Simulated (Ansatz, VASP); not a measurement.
**ScGa2N3: VASP beside Ansatz**

```xyz
6
Lattice="3.2953 0.0000 0.0000 -1.6476 2.8538 0.0000 0.0000 0.0000 8.1128" Properties=species:S:1:pos:R:3 pbc="T T T"
Sc    0.0000    0.0000    8.0997
Ga    1.6476    0.9513    5.3678
Ga    0.0000    1.9025    2.7614
N     1.6476    0.9513    7.3380
N     0.0000    0.0000    2.1197
N     0.0000    1.9025    4.7365
```

Alike in both runs: functional PBE; k mesh 12 × 12 × 4; occupations gaussian, width 0.02 eV; no spin polarisation.

Ansatz relaxed the structure, and its values are those at the end. VASP's run is a single point on that final structure, the one shown.

|  | VASP | Ansatz |
| --- | --- | --- |
| version | VASP 6.6.1 | Ansatz 0.2.0 |
| potentials or method | VASP PAW PBE potentials, release 64 (Sc_sv, Ga_d, N), cutoff 520 eV | scalar-relativistic, plane waves, PAW |
| valence electrons in the cell | 52 | 52 |

Ansatz gave:

- gap on the k mesh at the Fermi level (eV): 1.88
- least direct gap on the mesh (eV): 1.94
- pressure (GPa): 0.0
- rms of the force components (eV/Å): 0.000

Task: Estimate VASP's values.

Result: gap on the k mesh at the Fermi level (eV): 1.88; least direct gap on the mesh (eV): 1.94; pressure (GPa): 0.4; rms of the force components (eV/Å): 0.016.
